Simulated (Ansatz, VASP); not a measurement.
## Sb in VASP and in Ansatz

The input INCAR:

```
SYSTEM = Sb
PREC = Accurate
ENCUT = 520
EDIFF = 1E-8
ISMEAR = -1
SIGMA = 0.05
LREAL = .False.
LASPH = .True.
NELM = 100
ALGO = Normal
ISIF = 2
LWAVE = .False.
LCHARG = .False.
GGA = PE
LEFG = .True.
NBANDS = 8
```

KPOINTS

```
regular mesh
0
Gamma
  13 13 13
  0 0 0
```

File POSCAR:

```
Sb
1.0
    3.2015837161      0.0000000000      0.0000000000
    0.0000000000      3.2015837161      0.0000000000
    0.0000000000      0.0000000000      3.2015837161
Sb
1
Direct
    0.0000000000      0.0000000000      0.0000000000
```

Input for Ansatz:

```yaml
crystal:
  lattice:
    - [3.2015837161, 0.0, 0.0]
    - [0.0, 3.2015837161, 0.0]
    - [0.0, 0.0, 3.2015837161]
  atoms:
    - { symbol: Sb, position: [0.0, 0.0, 0.0] }
kpoints:
  mp_grid: { grid: [13, 13, 13] }
scf:
  occupations: { method: fermi_dirac, width: 0.05 }
hamiltonian:
  xc: pbe
  pseudopotentials: { kind: all_electron, datasets: crystal }
output:
  forces: true
  stress: true
  eigenvalues: true
  efg: { contact_densities: true }
```

Change from the starting cell: volume scaled by 1.04, crystal datasets.

Alike in both runs: task electric field gradients; functional PBE; k mesh 13 × 13 × 13; occupations fermi-dirac, width 0.05 eV; no spin polarisation.

```csv
,VASP,Ansatz
version,VASP 6.6.1,Ansatz 0.2.0
potentials or method,"VASP PAW PBE potentials, release 64 (Sb), cutoff 520 eV","all-electron PAW with datasets made for the crystal, scalar-relativistic"
```

VASP gave:

```
pressure (GPa) : -4.1
```

Question: Estimate Ansatz's values.

Answer: Pressure (GPa): -4.0.

Ansatz ran all-electron here, and VASP with PAW potentials.

Spin-orbit coupling is off throughout.
